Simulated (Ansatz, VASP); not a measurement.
# One calculation of Hg, two programs

The input INCAR:

```
SYSTEM = Hg
  PREC = Accurate
  ENCUT = 520
  EDIFF = 1E-8
  ISMEAR = -1
  SIGMA = 0.05
  LREAL = .False.
  LASPH = .True.
  NELM = 80
  ALGO = Normal
  ISIF = 2
  LWAVE = .False.
  LCHARG = .False.
  GGA = PS
  LEFG = .True.
  NBANDS = 25
```

The input KPOINTS:

```
regular mesh
0
Gamma
  8 8 9
  0 0 0
```

Contents of POSCAR:

```
Hg
1.0
    4.5400020208      0.0000000000      0.0000000000
   -2.2700010104      3.9317570832      0.0000000000
    0.0000000000      0.0000000000      3.9474000000
Hg
3
Direct
    0.3333333333      0.6666666667      0.5000000000
    0.0000000000      0.0000000000      0.0000000000
    0.6666666667      0.3333333333      0.5000000000
```

Input for Ansatz:

```yaml
crystal:
  lattice:
    - [4.5400020208, 0.0, 0.0]
    - [-2.2700010104, 3.9317570832, 0.0]
    - [0.0, 0.0, 3.9474]
  atoms:
    - { symbol: Hg, position: [0.3333333333, 0.6666666667, 0.5] }
    - { symbol: Hg, position: [0.0, 0.0, 0.0] }
    - { symbol: Hg, position: [0.6666666667, 0.3333333333, 0.5] }
kpoints:
  mp_grid: { grid: [8, 8, 9] }
scf:
  occupations: { method: fermi_dirac, width: 0.05 }
hamiltonian:
  xc: pbesol
  pseudopotentials: { kind: paw }
output:
  forces: true
  stress: true
  eigenvalues: true
  efg: { contact_densities: true }
```

Change from the starting cell: zz strain of +2 %, PAW files.

Alike in both runs: task electric field gradients; functional PBEsol; k mesh 8 × 8 × 9; occupations fermi-dirac, width 0.05 eV; no spin polarisation.

|  | VASP | Ansatz |
| --- | --- | --- |
| version | VASP 6.6.1 | Ansatz 0.2.0 |
| potentials or method | VASP PAW PBE potentials, release 64 (Hg) | PAW with Ansatz's default frozen-core files, scalar-relativistic |
| plane-wave cutoff (eV) | 520 | 420 |
| valence electrons in the cell | 36 | 60 |

VASP gave:

| Item | Value |
| --- | --- |
| pressure (GPa) | 7.9 |
| traceless stress, the component that is largest in VASP (GPa) | -8.75 |
| size of Vzz on the site where it differs most (V/Å²) | 337.1 |

Problem. Estimate Ansatz's values.

Solution. Pressure (GPa): 7.1; traceless stress, the component that is largest in VASP (GPa): -8.18; size of Vzz on the site where it differs most (V/Å²): 257.9.

VASP's potentials were made for PBE, not for PBEsol. The functional is the same, so the differences come from potentials, cutoffs and numerics. VASP's potentials hold 36 valence electrons a cell and Ansatz's 60, so a difference there can come from the potentials and not from the codes.

Neither program's run includes spin-orbit coupling.
